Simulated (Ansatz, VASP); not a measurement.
## GaN: VASP beside Ansatz

```xyz
2
Lattice="0.0000 1.9564 2.5434 1.9564 0.0000 2.5434 1.9564 1.9564 0.0000" Properties=species:S:1:pos:R:3 pbc="T T T"
Ga    0.0000    0.0000    0.0000
N     1.9564    1.9564    2.5434
```

Alike in both runs: task single point; functional PBEsol; k mesh 16 × 16 × 16; occupations gaussian, width 0.03 eV; no spin polarisation.

```csv
,VASP,Ansatz
version,VASP 6.6.1,Ansatz 0.2.0
potentials or method,"VASP PAW PBE potentials, release 64 (Ga_d, N), cutoff 520 eV","scalar-relativistic, plane waves, PAW"
valence electrons in the cell,18,18
```

Ansatz gave:

- gap on the k mesh at the Fermi level (eV): none
- pressure (GPa): 14.8
- traceless stress, the component that is largest in VASP (GPa): -26.71

Problem. Which values does VASP return?

Solution. gap on the k mesh at the Fermi level (eV): none; pressure (GPa): 14.8; traceless stress, the component that is largest in VASP (GPa): -26.66.

VASP's potentials were made for PBE, not for PBEsol. A gap of «none» marks a metal or a gap that the smearing closes.
